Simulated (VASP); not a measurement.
Runs of VASP 6.6.1 on MgBe3. The structure is that of space group R3m (No. 160), or close to it. The cells are those of the table. 

```tsv
task	cell	k mesh	cutoff (eV)	gap on the mesh (eV)	pressure (GPa)	relaxed volume (Å³/atom)	largest force (eV/Å)
relaxation of cell and atoms	relaxed from a = 4.396 Å, angles 57.2°, 4 atoms	6 × 6 × 6	600	none	0.0	(a)	0.02
relaxation of cell and atoms	relaxed from a = 4.883 Å, angles 49.4°, 4 atoms	12 × 12 × 12	600	none	0.0	15.47	0.01
single point	a = 4.901 Å, angles 49.2°, 4 atoms	12 × 12 × 12	520	none	0.0	-	-
single point	a = 4.883 Å, angles 49.4°, 4 atoms	6 × 6 × 6	520	none	0.1	-	0.03
```

Alike in all rows: level PBE; potentials or basis VASP PAW PBE potentials, release 64 (Mg, Be); no spin polarisation; smearing gaussian 0.1 eV.

Task: Fill in the values left out.

Result: (a) 15.45.

A gap of «none» marks levels without a gap at the run's occupations.
